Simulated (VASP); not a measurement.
# TlPbF3 in VASP: notebook

Aim: see how the results for TlPbF3 move with the level of theory and the settings. Levels: r2SCAN, PBE. Tasks: single point.

Everything below comes from runs of VASP 6.6.1. Logs are shortened: lines on timing, memory, paths and dates and some standing lists are left out, and cuts for length are marked.

### 1 The cell of the first run

The structure is cubic, space group Pm-3m (No. 221). Conventional cell: a = 4.898 Å, b = 4.898 Å, c = 4.898 Å, α = 90.00°, β = 90.00°, γ = 90.00°. Within 4.6 Å of Tl (site symmetry m-3m) lie 12 F at 3.46 Å and 8 Pb at 4.24 Å. Within 3.2 Å of Pb (site symmetry m-3m) lie 6 F at 2.45 Å. Within 3.2 Å of F (site symmetry 4/mmm) lie 2 Pb at 2.45 Å.

### 2 Single point, r2SCAN (strain +2.5%)

File POSCAR:

```
TlPbF3
1.0
    4.8976454496      0.0000000000      0.0000000000
    0.0000000000      4.8976454496      0.0000000000
    0.0000000000      0.0000000000      4.8976454496
Tl Pb F
1 1 3
Direct
    0.0000000000      0.0000000000      0.0000000000
    0.5000000000      0.5000000000      0.5000000000
    0.5000000000      0.5000000000      0.0000000000
    0.5000000000      0.0000000000      0.5000000000
    0.0000000000      0.5000000000      0.5000000000
```

File INCAR.step1:

```
ALGO = Normal ; EDIFF = 1E-4
ENCUT = 520 ; GGA = PE
ISMEAR = 0 ; LASPH = True
LCHARG = False ; LREAL = False
LWAVE = True ; NBANDS = 32
NELM = 100 ; PREC = Accurate
SIGMA = 0.01
```

File INCAR.step2:

```
ALGO = Normal ; EDIFF = 1E-6
ENCUT = 520 ; ISIF = 2
ISMEAR = 0 ; ISTART = 1
LASPH = True ; LCHARG = False
LMIXTAU = True ; LREAL = False
LWAVE = False ; METAGGA = R2SCAN
NBANDS = 32 ; NELM = 100
PREC = Accurate ; SIGMA = 0.01
```

File KPOINTS:

```
k-points
0
Gamma
  6 6 6
```

Potentials or basis: VASP PAW PBE potentials, release 64 (Tl_d, Pb_d, F).

Launch:

```bash
$ cat potpaw_PBE.64/Tl_d/POTCAR potpaw_PBE.64/Pb_d/POTCAR potpaw_PBE.64/F/POTCAR > POTCAR
$ cp INCAR.step1 INCAR
$ mpirun -np 1 vasp_std > vasp.out
$ cp INCAR.step2 INCAR
$ mpirun -np 1 vasp_std > vasp.out
```

OUTCAR:

```text
EDIFF = 1E-6
   ENCUT = 520
   ISIF = 2
   ISMEAR = 0
   ISTART = 1
   LASPH = True
   LREAL = False
   METAGGA = R2SCAN
   NELM = 100
   PREC = Accurate

 ion  position               nearest neighbor table
   1  0.000  0.000  0.000-
   2  0.500  0.500  0.500-   3 2.45   4 2.45   5 2.45   3 2.45   4 2.45   5 2.45
   3  0.500  0.500  0.000-   2 2.45   2 2.45
   4  0.500  0.000  0.500-   2 2.45   2 2.45
   5  0.000  0.500  0.500-   2 2.45   2 2.45

  LATTYP: Found a simple cubic cell.
 ALAT       =     4.8976454496

  Lattice vectors:

 A1 = (   4.8976454496,   0.0000000000,   0.0000000000)
 A2 = (   0.0000000000,   4.8976454496,   0.0000000000)
 A3 = (   0.0000000000,   0.0000000000,   4.8976454496)

Analysis of symmetry for initial positions (statically):
=====================================================================
 Subroutine PRICEL returns:
 Original cell was already a primitive cell.

 Routine SETGRP: Setting up the symmetry group for a
 simple cubic supercell.

 Subroutine GETGRP returns: Found 48 space group operations
 (whereof 48 operations were pure point group operations)
 out of a pool of 48 trial point group operations.

The static configuration has the point symmetry O_h .

Analysis of symmetry for dynamics (positions and initial velocities):
=====================================================================
 Subroutine PRICEL returns:
 Original cell was already a primitive cell.

 Routine SETGRP: Setting up the symmetry group for a
 simple cubic supercell.

 Subroutine GETGRP returns: Found 48 space group operations
 (whereof 48 operations were pure point group operations)
 out of a pool of 48 trial point group operations.

The dynamic configuration has the point symmetry O_h .

 Subroutine INISYM returns: Found 48 space group operations
 (whereof 48 operations are pure point group operations),
 and found     1 'primitive' translations

----------------------------------------------------------------------------------------

                                     Primitive cell

  volume of cell :     117.4795

  direct lattice vectors                    reciprocal lattice vectors
     4.897645450  0.000000000  0.000000000     0.204179745  0.000000000  0.000000000
     0.000000000  4.897645450  0.000000000     0.000000000  0.204179745  0.000000000
     0.000000000  0.000000000  4.897645450     0.000000000  0.000000000  0.204179745

  length of vectors
     4.897645450  4.897645450  4.897645450     0.204179745  0.204179745  0.204179745

  position of ions in fractional coordinates (direct lattice)
     0.000000000  0.000000000  0.000000000
     0.500000000  0.500000000  0.500000000
     0.500000000  0.500000000  0.000000000
     0.500000000  0.000000000  0.500000000
     0.000000000  0.500000000  0.500000000

  ion indices of the primitive-cell ions
   primitive index   ion index
                 1           1
                 2           2
                 3           3
                 4           4
                 5           5

----------------------------------------------------------------------------------------

 KPOINTS: k-points

Automatic generation of k-mesh.
 Grid dimensions read from file:
 generate k-points for:    6    6    6

 Generating k-lattice:

  Cartesian coordinates                     Fractional coordinates (reciprocal lattice)
     0.034029958  0.000000000  0.000000000     0.166666667  0.000000000  0.000000000
     0.000000000  0.034029958  0.000000000     0.000000000  0.166666667  0.000000000
     0.000000000  0.000000000  0.034029958     0.000000000  0.000000000  0.166666667

  Length of vectors
     0.034029958  0.034029958  0.034029958

  Shift w.r.t. Gamma in fractional coordinates (k-lattice)
     0.000000000  0.000000000  0.000000000

 Subroutine IBZKPT returns following result:
 ===========================================

 Found     20 irreducible k-points:

 Following reciprocal coordinates:
            Coordinates               Weight
  0.000000  0.000000  0.000000      1.000000
  0.166667  0.000000  0.000000      6.000000
  0.333333  0.000000  0.000000      6.000000
  0.500000  0.000000  0.000000      3.000000
  0.166667  0.166667  0.000000     12.000000
  0.333333  0.166667  0.000000     24.000000
[... 12 lines left out ...]
  0.500000  0.500000  0.333333      6.000000
  0.500000  0.500000  0.500000      1.000000
   k-points           NKPTS =     20   k-points in BZ     NKDIM =     20   number of bands    NBANDS=     32
   number of dos      NEDOS =    301   number of ions     NIONS =      5
   total plane-waves  NPLWV =  46656
   dimension x,y,z NGX =    36 NGY =   36 NGZ =   36
   dimension x,y,z NGXF=    72 NGYF=   72 NGZF=   72
   ions per type =               1   1   3
   NGX,Y,Z   is equivalent  to a cutoff of  12.22, 12.22, 12.22 a.u.
   NGXF,Y,Z  is equivalent  to a cutoff of  24.44, 24.44, 24.44 a.u.
 SYSTEM =  unknown system
   PREC   = accura    normal or accurate (medium, high low for compatibility)
   ISTART =      1    job   : 0-new  1-cont  2-samecut
   ICHARG =      0    charge: 1-file 2-atom 10-const
   ISPIN  =      1    spin polarized calculation?
   LNONCOLLINEAR =      F non collinear calculations
   LSORBIT =      F    spin-orbit coupling
   LASPH  =      T    aspherical Exc in radial PAW
   ENCUT  =  520.0 eV  38.22 Ry    6.18 a.u.   9.11  9.11  9.11*2*pi/ulx,y,z
   NELM   =    100;   NELMIN=  2; NELMDL=  0     # of ELM steps
   EDIFF  = 0.1E-05   stopping-criterion for ELM
   LREAL  =      F    real-space projection
   EDIFFG = 0.1E-04   stopping-criterion for IOM
   NSW    =      0    number of steps for IOM
   IBRION =     -1    ionic relax: 0-MD 1-quasi-New 2-CG
   NFREE  =      0    steps in history (QN), initial steepest desc. (CG)
   ISIF   =      2    stress and relaxation
   ISYM   =      2    0-nonsym 1-usesym 2-fastsym
   POTIM  = 0.5000    time-step for ionic-motion
   TEBEG  =    0.0;   TEEND  =   0.0 temperature during run
   PSTRESS=    0.0 pullay stress
   NELECT =      48.0000    total number of electrons
   NUPDOWN=      -1.0000    fix difference up-down
   EMIN   =  10.00;   EMAX   =-10.00  energy-range for DOS
   EFERMI =   0.00;   METHOD = LEGACY
   ISMEAR =     0;   SIGMA  =   0.01  broadening in eV -4-tet -1-fermi 0-gaus
   EFERMI_NEDOS =   21; number of points for ismear=-14 and -15
   IALGO  =     38    algorithm
   IMIX   =      4    mixing-type and parameters
     AMIX     =   0.40;   BMIX     =  1.00
     AMIX_MAG =   1.60;   BMIX_MAG =  1.00
  volume/ion in A,a.u.               =      23.50       158.56
  Fermi-wavevector in a.u.,A,eV,Ry     =   1.214790  2.295620 20.078320  1.475715
  Thomas-Fermi vector in A             =   2.350198
   LORBIT       =      0    0 simple, 1 ext, 2 COOP (PROOUT), +10 PAW based schemes
   METAGGA = R2SCAN    functional components
   LHFCALC =     F    Hartree Fock is set to
   AEXX    =    0.0000 exact exchange contribution
   IVDW    =     0    specifies the selected vdW correction
   LEPSILON=     F    determine dielectric tensor
   LRPA    =     F    only Hartree local field effects (RPA)
 non-spin polarized calculation
 Gauss-broadening in eV      SIGMA  =   0.01
  energy-cutoff  :      520.00
  volume of cell :      117.48
 maximum number of plane-waves:      3184
   NGX = 19   NGY = 19   NGZ = 19

 number of electron      47.9999961 magnetization

 Free energy of the ion-electron system (eV)
  ---------------------------------------------------
  ext. energy  EPLUGINS =         0.00000000
  ---------------------------------------------------
  free energy    TOTEN  =      -129.51500575 eV

  energy without entropy =     -129.51500575  energy(sigma->0) =     -129.51500575

 E-fermi :   1.8448     XC(G=0):  -8.8053

 val. band max:        1.6968200150   @ k =   0.5000   0.5000   0.5000
 cond. band min:       3.9517533183   @ k =   0.5000   0.5000   0.0000
 fundamental gap:      2.2549333033
 Fermi energy:         1.8448144668

 k-point     1 :       0.0000    0.0000    0.0000
  band No.  band energies     occupation
      1     -21.7355      2.00000
      2     -21.6178      2.00000
      3     -21.6178      2.00000
      4     -14.5848      2.00000
      5     -14.5848      2.00000
      6     -14.5848      2.00000
[... 24 lines left out ...]
     31       9.7123      0.00000
     32       9.7123      0.00000

 k-point     2 :       0.1667    0.0000    0.0000
  band No.  band energies     occupation
      1     -21.7249      2.00000
      2     -21.6172      2.00000
      3     -21.6127      2.00000
      4     -14.5865      2.00000
      5     -14.5865      2.00000
      6     -14.5848      2.00000
[... 24 lines left out ...]
     31       9.8839      0.00000
     32      10.4077      0.00000

 k-point     3 :       0.3333    0.0000    0.0000
  band No.  band energies     occupation
      1     -21.7044      2.00000
      2     -21.6169      2.00000
      3     -21.5999      2.00000
      4     -14.5898      2.00000
      5     -14.5898      2.00000
      6     -14.5847      2.00000
[... 24 lines left out ...]
     31      10.2870      0.00000
     32      11.6251      0.00000

 k-point     4 :       0.5000    0.0000    0.0000
  band No.  band energies     occupation
      1     -21.6961      2.00000
      2     -21.6164      2.00000
      3     -21.5916      2.00000
      4     -14.5914      2.00000
      5     -14.5914      2.00000
      6     -14.5846      2.00000
[... 24 lines left out ...]
     31      10.5358      0.00000
     32      12.4352      0.00000

 k-point     5 :       0.1667    0.1667    0.0000
  band No.  band energies     occupation
      1     -21.7129      2.00000
      2     -21.6145      2.00000
      3     -21.6109      2.00000
      4     -14.5882      2.00000
      5     -14.5865      2.00000
      6     -14.5864      2.00000
[... 444 lines left out ...]
     31      12.3679      0.00000
     32      13.6073      0.00000

 k-point    18 :       0.5000    0.3333    0.3333
  band No.  band energies     occupation
      1     -21.6166      2.00000
      2     -21.5967      2.00000
      3     -21.5901      2.00000
      4     -14.6252      2.00000
      5     -14.5967      2.00000
      6     -14.5965      2.00000
[... 24 lines left out ...]
     31      12.6572      0.00000
     32      13.0965      0.00000

 k-point    19 :       0.5000    0.5000    0.3333
  band No.  band energies     occupation
      1     -21.6064      2.00000
      2     -21.5898      2.00000
      3     -21.5898      2.00000
      4     -14.6473      2.00000
      5     -14.6026      2.00000
      6     -14.5983      2.00000
[... 24 lines left out ...]
     31      13.3614      0.00000
     32      13.7007      0.00000

 k-point    20 :       0.5000    0.5000    0.5000
  band No.  band energies     occupation
      1     -21.5898      2.00000
      2     -21.5898      2.00000
      3     -21.5898      2.00000
      4     -14.6473      2.00000
      5     -14.6473      2.00000
      6     -14.5982      2.00000
[... 24 lines left out ...]
     31      14.1128      0.00000
     32      14.1128      0.00000

------------------------ aborting loop because EDIFF is reached ----------------------------------------

  FORCE on cell =-STRESS in cart. coord.  units (eV):
  Direction    XX          YY          ZZ          XY          YZ          ZX
  --------------------------------------------------------------------------------------
  -------------------------------------------------------------------------------------
  Total       -2.2076091     -2.2076091     -2.2076091     -0.0000000     -0.0000000      0.0000000
  in kB      -30.1072254    -30.1072254    -30.1072254     -0.0000000     -0.0000000      0.0000000
  external PRESSURE =     -30.1072254 kB  Pullay stress =       0.0000000 kB

 VOLUME and BASIS-vectors are now :
 -----------------------------------------------------------------------------
  energy-cutoff  :      520.00
  volume of cell :      117.48
      direct lattice vectors                 reciprocal lattice vectors
     4.897645450  0.000000000  0.000000000     0.204179745  0.000000000  0.000000000
     0.000000000  4.897645450  0.000000000     0.000000000  0.204179745  0.000000000
     0.000000000  0.000000000  4.897645450     0.000000000  0.000000000  0.204179745

 POSITION                                       TOTAL-FORCE (eV/Angst)
 -----------------------------------------------------------------------------------
      0.00000      0.00000      0.00000         0.000000      0.000000      0.000000
      2.44882      2.44882      2.44882         0.000000      0.000000      0.000000
      2.44882      2.44882      0.00000         0.000000      0.000000      0.000000
      2.44882      0.00000      2.44882         0.000000      0.000000      0.000000
      0.00000      2.44882      2.44882         0.000000      0.000000      0.000000
 -----------------------------------------------------------------------------------
    total drift:                                0.000000      0.000000      0.000000

  FREE ENERGIE OF THE ION-ELECTRON SYSTEM (eV)
  ---------------------------------------------------
  free  energy   TOTEN  =      -129.5150057539 eV

  energy  without entropy=     -129.5150057539  energy(sigma->0) =     -129.51500575
```

Run time: 1.7 min. Hardware: 1 thread of Intel Xeon Platinum 8559C (Emerald Rapids), shared host; peak memory 0.26 GiB.

What came out:

* Free energy: -129.5150 eV
* Pressure: -3.0 GPa
* Band gap on the k mesh: 2.25 eV (least direct gap 3.14 eV)

Levels at points of the mesh, in eV from the valence-band top:
```csv
k point,band 20,band 21,band 22,band 23,band 24,band 25,band 26,band 27,band 28,band 29
"(0.00, 0.00, 0.00)",-3.53,-3.53,-3.46,-3.46,-3.46,4.21,4.21,4.21,7.68,7.68
"(0.50, 0.00, 0.00)",-3.50,-3.46,-3.46,-3.12,-1.95,2.49,4.25,4.25,4.78,6.49
"(0.50, 0.50, 0.00)",-3.51,-3.51,-3.21,-3.20,-0.89,2.25,2.25,4.17,5.91,5.91
"(0.50, 0.50, 0.50)",-3.51,-3.20,-3.20,-3.20,0.00,3.43,3.43,3.43,3.90,3.90
```

Caveat: the cell differs from its parent crystal (strain +2.5%); the cell stands under tension; the PAW data sets were made with another functional, which shifts forces and pressure a little; spin-orbit coupling is left out, which moves the levels of the heavy elements. A k mesh can miss the band edges.

(Part 1 of 2 ends here.)
